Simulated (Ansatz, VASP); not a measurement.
Ru in VASP and in Ansatz

```
CELL_PARAMETERS angstrom
2.68952 0.00000 0.00000
-1.34476 2.32920 0.00000
0.00000 0.00000 4.25192
ATOMIC_POSITIONS crystal
Ru 0.33333 0.66667 0.21472
Ru 0.66667 0.33333 0.78528
```

Change from the starting cell: mode 6 (264.9 1/cm) frozen in, largest displacement +0.150 Å.

Alike in both runs: task single point; functional PBEsol; k mesh 24 × 24 × 14; occupations gaussian, width 0.15 eV; no spin polarisation.

|  | VASP | Ansatz |
| --- | --- | --- |
| version | VASP 6.6.1 | Ansatz 0.2.0 |
| potentials or method | VASP PAW PBE potentials, release 64 (Ru_pv), cutoff 520 eV | scalar-relativistic, plane waves, PAW |
| valence electrons in the cell | 28 | 32 |

```csv
,VASP,Ansatz,Ansatz less VASP
gap on the k mesh at the Fermi level (eV),none,none,-
pressure (GPa),18.7,18.2,-0.53
"traceless stress, the component that is largest in VASP (GPa)",15.85,15.54,-0.312
rms of the force components (eV/Å),2.897,2.837,-0.0595
```

VASP's potentials were made for PBE, not for PBEsol. Atom by atom the forces differ by 0.060 eV/Å (rms over components). A gap of «none» marks a metal or a gap that the smearing closes. The functional is the same, so the differences come from potentials, cutoffs and numerics. VASP's potentials hold 28 valence electrons a cell and Ansatz's 32, so a difference there can come from the potentials and not from the codes.
